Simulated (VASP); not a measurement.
# Al3BN2 (Cmmm) in VASP: notebook, part 2 of 2

VASP 6.6.1. Earlier steps stand in the parts before.

**3. Single point, PBE**

This run uses another cell than the first one, of 13.49 Å³/atom.

Input file INCAR:

```
ALGO = Normal
EDIFF = 1E-6
ENCUT = 520
GGA = PE
ISIF = 2
ISMEAR = 0
LASPH = True
LCHARG = True
LELF = True
LREAL = False
LVHAR = True
LWAVE = False
NBANDS = 20
NELM = 80
PREC = Accurate
SIGMA = 0.1
```

Input file KPOINTS:

```
k-points
0
Gamma
  4 4 6
```

Input file POSCAR:

```
Al3BN2
1.0
    3.2695105000     -3.5089674400      0.0000000000
    3.2695105000      3.5089674400      0.0000000000
    0.0000000000      0.0000000000      3.5287367300
Al B N
3 1 2
Direct
    0.0000000000      0.0000000000      0.5000000000
    0.8161750700      0.8161750700      0.0000000000
    0.1838249300      0.1838249300      0.0000000000
    0.5000000000      0.5000000000      0.5000000000
    0.1509892300      0.8490107700      0.0000000000
    0.8490107700      0.1509892300      0.0000000000
```

Potentials or basis: VASP PAW PBE potentials, release 64 (Al, B, N).

Started as:

```bash
cat potpaw_PBE.64/Al/POTCAR potpaw_PBE.64/B/POTCAR potpaw_PBE.64/N/POTCAR > POTCAR
mpirun -np 1 vasp_std > vasp.out
```

OUTCAR:

```text
EDIFF = 1E-6
   ENCUT = 520
   GGA = PE
   ISIF = 2
   ISMEAR = 0
   LASPH = True
   LREAL = False
   NELM = 80
   PREC = Accurate

 ion  position               nearest neighbor table
   1  0.000  0.000  0.500-   5 2.06   6 2.06   5 2.06   6 2.06   2 2.13   3 2.13   2 2.13   3 2.13

   2  0.816  0.816  0.000-   5 1.60   6 1.60   1 2.13   1 2.13   3 2.40   4 2.72   4 2.72
[... 764 lines left out ...]
  -------------------------------------------------------------------------------------
  Total       31.0085950     26.2070716     15.1212833     -0.0000000      0.0000000      0.0000000
  in kB      613.5943364    518.5823720    299.2181295     -0.0000000      0.0000000      0.0000000
  external PRESSURE =     477.1316126 kB  Pullay stress =       0.0000000 kB

 VOLUME and BASIS-vectors are now :
 -----------------------------------------------------------------------------
  energy-cutoff  :      520.00
  volume of cell :       80.97
      direct lattice vectors                 reciprocal lattice vectors
     3.269510500 -3.508967440  0.000000000     0.152928091 -0.142492060  0.000000000
     3.269510500  3.508967440  0.000000000     0.152928091  0.142492060  0.000000000
     0.000000000  0.000000000  3.528736730     0.000000000  0.000000000  0.283387534

 POSITION                                       TOTAL-FORCE (eV/Angst)
 -----------------------------------------------------------------------------------
      0.00000      0.00000      1.76437        -0.000000     -0.000000      0.000000
      5.33699      0.00000      0.00000       -17.452735     -0.000000     -0.000000
      1.20204      0.00000      0.00000        17.452735     -0.000000      0.000000
      3.26951      0.00000      1.76437         0.000000     -0.000000      0.000000
      3.26951      2.44933      0.00000        -0.000000    -12.515702      0.000000
      3.26951     -2.44933      0.00000        -0.000000     12.515702      0.000000
 -----------------------------------------------------------------------------------
    total drift:                                0.000000      0.000000      0.000000

  FREE ENERGIE OF THE ION-ELECTRON SYSTEM (eV)
  ---------------------------------------------------
  free  energy   TOTEN  =       -22.2237521143 eV

  energy  without entropy=      -22.2086020040  energy(sigma->0) =      -22.21617706
```

stdout:

```text
POSCAR found type information on POSCAR AlB N
 POSCAR found :  3 types and       6 ions
 scaLAPACK will be used
 LDA part: xc-table for (Slater+PW92), standard interpolation
 POSCAR, INCAR and KPOINTS ok, starting setup
 FFT: planning ... GRIDC
 FFT: planning ... GRID_SOFT
 FFT: planning ... GRID
 WAVECAR not read
 entering main loop
```

Wall time 21 s (1 thread of Intel Xeon 6975P-C (Granite Rapids), shared host); peak memory 0.19 GiB.

What came out:

| Item | Value |
| --- | --- |
| Free energy | -22.2238 eV |
| Pressure | 47.7 GPa |
| Largest force | 17.453 eV/Å |
| Band gap on the k mesh | zero (bands 11 and 12 overlap by 1.13 eV) |

Forces on the atoms (eV/Å):
```
Al    0.000   0.000   0.000
Al  -17.453   0.000   0.000
Al   17.453   0.000   0.000
B     0.000   0.000   0.000
N     0.000 -12.516   0.000
N     0.000  12.516   0.000
```

Levels at points of the mesh, in eV from the Fermi level:
| k point | band 7 | band 8 | band 9 | band 10 | band 11 | band 12 | band 13 | band 14 | band 15 | band 16 |
| --- | --- | --- | --- | --- | --- | --- | --- | --- | --- | --- |
| (0.00, 0.00, 0.00) | -4.96 | -3.37 | -2.25 | -1.78 | -1.78 | 1.55 | 1.95 | 3.01 | 3.82 | 4.08 |
| (0.50, 0.00, 0.00) | -5.07 | -4.05 | -3.48 | -0.73 | 0.15 | 1.26 | 1.50 | 1.56 | 2.89 | 4.92 |
| (0.50, 0.50, 0.00) | -4.20 | -3.54 | -2.59 | -2.11 | -1.76 | 1.23 | 1.43 | 3.31 | 3.38 | 4.48 |
| (0.00, 0.00, 0.50) | -4.98 | -4.98 | -3.02 | -2.30 | -0.96 | 1.43 | 1.67 | 2.00 | 2.56 | 3.14 |
| (0.50, 0.00, 0.50) | -4.51 | -4.36 | -2.93 | -1.45 | -0.80 | 0.15 | 0.33 | 0.57 | 4.31 | 5.88 |
| (0.50, 0.50, 0.50) | -5.43 | -3.97 | -3.88 | -2.21 | -1.46 | 1.33 | 2.26 | 2.55 | 3.02 | 4.75 |

Caveat: the cell stands under pressure; forces of over 1 eV/Å act on the atoms, so gaps and moduli don't describe the material at rest.

**4. Single point, PBE, collinear spin, ferromagnetic start**

Input file INCAR:

```
ALGO = Normal
EDIFF = 1E-6
ENCUT = 520
GGA = PE
ISIF = 2
ISMEAR = 0
ISPIN = 2
LASPH = True
LCHARG = False
LORBIT = 11
LREAL = False
LWAVE = False
MAGMOM = 0 0 0 0 1 1
NBANDS = 24
NELM = 150
PREC = Accurate
SIGMA = 0.1
```

Input file KPOINTS:

```
k-points
0
Gamma
  4 4 4
```

Input file POSCAR:

```
Al3BN2
1.0
    2.8072157420     -3.1605249113      0.0000000000
    2.8072157420      3.1605249113      0.0000000000
    0.0000000000      0.0000000000      3.7407105513
Al B N
3 1 2
Direct
    0.0000000000      0.0000000000      0.5000000000
    0.7086922842      0.7086922842      0.0000000000
    0.2913077158      0.2913077158      0.0000000000
    0.5000000000      0.5000000000      0.5000000000
    0.1889678342      0.8110321658      0.0000000000
    0.8110321658      0.1889678342      0.0000000000
```

Started as:

```bash
cat potpaw_PBE.64/Al/POTCAR potpaw_PBE.64/B/POTCAR potpaw_PBE.64/N/POTCAR > POTCAR
mpirun -np 1 vasp_std > vasp.out
```

Run time: 28 s. Hardware: 1 thread of Intel Xeon 6975P-C (Granite Rapids), shared host; peak memory 0.21 GiB.

It converged, with:

```
Free energy                                           : -32.8047 eV
Pressure                                              : 0.1 GPa
Largest force                                         : 0.018 eV/Å
Band gap on the k mesh                                : zero (filled and empty bands overlap)
Net moment                                            : 0.00 μB per cell
Valence electrons inside the program's atomic spheres : Al 0.72, 0.78 (each value once); B 1.71; N 3.67
```

Forces on the atoms (eV/Å):
```
Al   0.000  0.000  0.000
Al   0.018  0.000  0.000
Al  -0.018  0.000  0.000
B    0.000  0.000  0.000
N    0.000  0.018  0.000
N    0.000 -0.018  0.000
```

Stress tensor (GPa, compression positive):
```
 0.38  0.00  0.00
 0.00 -0.80  0.00
 0.00  0.00  0.64
```

Levels at points of the mesh, in eV from the Fermi level:
Spin up:
```csv
k point,band 8,band 9,band 10,band 11,band 12,band 13,band 14,band 15
"(0.00, 0.00, 0.00)",-3.23,-2.31,-1.85,-0.77,-0.05,1.92,3.40,4.30
"(0.50, 0.00, 0.00)",-3.75,-2.61,-1.86,-0.77,0.46,2.70,2.90,3.70
"(0.50, 0.50, 0.00)",-2.79,-2.13,-1.82,-1.64,-0.87,-0.19,2.66,3.59
"(0.00, 0.00, 0.50)",-4.00,-3.25,-2.79,-2.62,1.66,2.10,2.20,2.78
"(0.50, 0.00, 0.50)",-3.80,-3.25,-1.85,0.51,0.57,1.23,2.75,4.81
"(0.50, 0.50, 0.50)",-4.63,-2.12,-1.70,-1.36,2.13,3.46,5.17,5.91
```
Spin down:
```csv
k point,band 7,band 8,band 9,band 10,band 11,band 12,band 13,band 14,band 15,band 16
"(0.00, 0.00, 0.00)",-5.60,-3.23,-2.31,-1.85,-0.77,-0.05,1.92,3.40,4.30,5.86
"(0.50, 0.00, 0.00)",-4.87,-3.75,-2.61,-1.86,-0.77,0.46,2.70,2.90,3.70,4.98
"(0.50, 0.50, 0.00)",-3.19,-2.79,-2.13,-1.82,-1.64,-0.87,-0.19,2.66,3.59,5.94
"(0.00, 0.00, 0.50)",-4.13,-4.00,-3.25,-2.79,-2.62,1.66,2.10,2.20,2.78,5.08
"(0.50, 0.00, 0.50)",-4.53,-3.80,-3.25,-1.85,0.51,0.57,1.23,2.75,4.81,5.75
"(0.50, 0.50, 0.50)",-5.78,-4.63,-2.12,-1.70,-1.36,2.13,3.46,5.17,5.91,6.28
```

Caveat: the k points lie up to 0.42 Å⁻¹ apart, too coarse for converged energies and pressures of a metal.

**5. Relaxation of cell and atoms, PBE**

This run uses another cell than the first one, of 13.49 Å³/atom.

Input file INCAR:

```
SYSTEM = Al3BN2
  ALGO = Normal
  EDIFF = 1E-6
  EDIFFG = -0.04
  ENCUT = 600
  GGA = PE
  IBRION = 2
  ISIF = 3
  ISMEAR = 0
  LASPH = .TRUE.
  LCHARG = .FALSE.
  LREAL = .FALSE.
  LWAVE = .FALSE.
  NELM = 80
  NSW = 90
  PREC = Accurate
  SIGMA = 0.1
```

Input file KPOINTS:

```
k-points
0
G
  4 4 6
  0 0 0
```

Input file POSCAR:

```
Al3BN2
1.0
    3.2695105000     -3.5089674400      0.0000000000
    3.2695105000      3.5089674400      0.0000000000
    0.0000000000      0.0000000000      3.5287367300
Al B N
3 1 2
Direct
    0.0000000000      0.0000000000      0.5000000000
    0.8161750700      0.8161750700      0.0000000000
    0.1838249300      0.1838249300      0.0000000000
    0.5000000000      0.5000000000      0.5000000000
    0.1509892300      0.8490107700      0.0000000000
    0.8490107700      0.1509892300      0.0000000000
```

Started as:

```bash
cat potpaw_PBE.64/Al/POTCAR potpaw_PBE.64/B/POTCAR potpaw_PBE.64/N/POTCAR > POTCAR
mpirun -np 1 vasp_std > vasp.out
```

Run time: 5.5 min. Hardware: 1 thread of Intel Xeon 6975P-C (Granite Rapids), shared host; peak memory 0.22 GiB.

It converged, with:

```
Free energy                           : -32.8039 eV
Relaxed volume                        : 11.06 Å³/atom
Relaxed cell                          : a = 4.229 Å, b = 4.229 Å, c = 3.736 Å, α = 90.00°, β = 90.00°, γ = 96.76°
Space group after relaxing (to 0.1 Å) : Cmmm (No. 65)
Energy gained by relaxing             : 1762.9 meV/atom
Ionic steps                           : 27
Pressure after relaxing               : 0.1 GPa
Largest force after relaxing          : 0.017 eV/Å
Band gap on the k mesh                : zero (bands 11 and 12 overlap by 1.44 eV)
```

Forces on the atoms (eV/Å):
```
Al   0.000  0.000  0.000
Al  -0.017  0.000  0.000
Al   0.017  0.000  0.000
B    0.000  0.000  0.000
N    0.000  0.010  0.000
N    0.000 -0.010  0.000
```

Stress tensor (GPa, compression positive):
```
-0.08  0.00  0.00
 0.00  0.03  0.00
 0.00  0.00  0.25
```

The path:
| step | energy change (eV) | largest force (eV/Å) | pressure (GPa) | volume (Å³) |
| --- | --- | --- | --- | --- |
| 1 | 0.0000 | 17.4542 | 47.69 | 80.97 |
| 2 | -0.7570 | 1.3915 | -20.32 | 137.33 |
| 3 | -1.6531 | 1.2460 | -21.52 | 129.34 |
| 4 | -2.6609 | 1.7236 | -22.30 | 121.85 |
| 5 | -6.0865 | 2.4514 | -18.66 | 100.07 |
| 6 | -6.7703 | 3.2956 | -7.16 | 90.19 |
| 7 | -6.7921 | 2.6585 | -10.47 | 92.08 |
| 8 | -6.7967 | 2.8566 | -9.45 | 91.44 |
| 9 | -8.1722 | 2.9838 | -8.41 | 83.02 |
| 10 | -9.2684 | 3.5092 | 26.56 | 60.68 |
| 11 | -9.4082 | 3.5644 | -1.97 | 73.61 |
| 12 | -10.0341 | 2.3063 | 7.71 | 66.95 |
| 13 | -9.9789 | 4.3407 | 7.80 | 66.03 |
| 14 | -10.3354 | 1.4380 | 6.50 | 66.50 |
| 15 | -10.4860 | 0.3812 | -0.88 | 69.22 |
| 16 | -10.4890 | 0.2176 | -1.96 | 69.68 |
| 17 | -10.5155 | 0.0897 | -1.21 | 69.05 |
| 18 | -10.5340 | 0.1889 | 0.15 | 68.07 |
| 19 | -10.5538 | 0.0785 | 0.29 | 67.70 |
| 20 | -10.5600 | 0.2623 | 0.51 | 67.36 |
| 21 | -10.5602 | 0.2904 | 0.53 | 67.31 |
| 22 | -10.5686 | 0.1658 | -0.36 | 67.36 |
| 23 | -10.5710 | 0.1457 | -1.14 | 67.41 |
| 24 | -10.5759 | 0.0963 | -0.55 | 66.80 |
| 25 | -10.5769 | 0.1023 | -0.11 | 66.41 |
| 26 | -10.5774 | 0.0647 | 0.16 | 66.30 |
| 27 | -10.5776 | 0.0173 | 0.06 | 66.34 |

Final structure:
```yaml
crystal:
  lattice:
    - [2.80860, -3.16102, 0.00000]
    - [2.80860, 3.16102, 0.00000]
    - [0.00000, 0.00000, 3.73610]
  atoms:
    - { symbol: Al, position: [0.00000, 0.00000, 0.50000] }
    - { symbol: Al, position: [0.70866, 0.70866, 0.00000] }
    - { symbol: Al, position: [0.29134, 0.29134, 0.00000] }
    - { symbol: B, position: [0.50000, 0.50000, 0.50000] }
    - { symbol: N, position: [0.18893, 0.81107, 0.00000] }
    - { symbol: N, position: [0.81107, 0.18893, 0.00000] }
```

Levels at points of the mesh, in eV from the Fermi level:
```tsv
k point	band 7	band 8	band 9	band 10	band 11	band 12	band 13	band 14	band 15
(0.00, 0.00, 0.00)	-5.77	-3.38	-2.47	-2.01	-0.92	-0.21	1.77	3.26	4.15
(0.50, 0.00, 0.00)	-5.02	-3.90	-2.76	-2.01	-0.93	0.30	2.54	2.74	3.54
(0.50, 0.50, 0.00)	-3.34	-2.94	-2.28	-1.98	-1.80	-1.03	-0.34	2.51	3.45
(0.00, 0.00, 0.50)	-4.29	-4.17	-3.42	-2.94	-2.76	1.49	1.95	2.04	2.61
(0.50, 0.00, 0.50)	-4.69	-3.96	-3.42	-2.02	0.34	0.42	1.05	2.60	4.66
(0.50, 0.50, 0.50)	-5.95	-4.81	-2.27	-1.85	-1.51	1.97	3.30	5.02	5.73
```

Caveat: the volume moved by over 15 % at a fixed basis, so the end points are rough.

**6. The runs side by side**

| task | spin | cell | k mesh | cutoff (eV) | gap on the mesh (eV) | pressure (GPa) | largest force (eV/Å) |
| --- | --- | --- | --- | --- | --- | --- | --- |
| single point | off | a = 4.227, b = 4.227, c = 3.741 Å, angles 90.0, 90.0, 96.8°, 6 atoms, atomic positions A | 4 × 4 × 6 | 520 | none | 0.0 | 0.01 |
| single point | off | a = 4.796, b = 4.796, c = 3.529 Å, angles 90.0, 90.0, 94.0°, 6 atoms, atomic positions B | 4 × 4 × 6 | 520 | none | 47.7 | 17.45 |
| single point | collinear, ferromagnetic start | a = 4.227, b = 4.227, c = 3.741 Å, angles 90.0, 90.0, 96.8°, 6 atoms, atomic positions A | 4 × 4 × 4 | 520 | none | 0.1 | 0.02 |
| relaxation of cell and atoms | off | relaxed from a = 4.796, b = 4.796, c = 3.529 Å, angles 90.0, 90.0, 94.0°, 6 atoms, atomic positions B | 4 × 4 × 6 | 600 | none | 0.1 | 0.02 |

Alike in all rows: level PBE; potentials or basis VASP PAW PBE potentials, release 64 (Al, B, N); smearing gaussian 0.1 eV.

Caveats: some runs use coarse meshes; the cell stands under pressure (at least some runs); forces of over 1 eV/Å act on the atoms, so gaps and moduli don't describe the material at rest (at least some runs); the volume moved by over 15 % at a fixed basis, so the end points are rough (at least some runs).

Absolute energies hang on the potentials; compare differences alone.
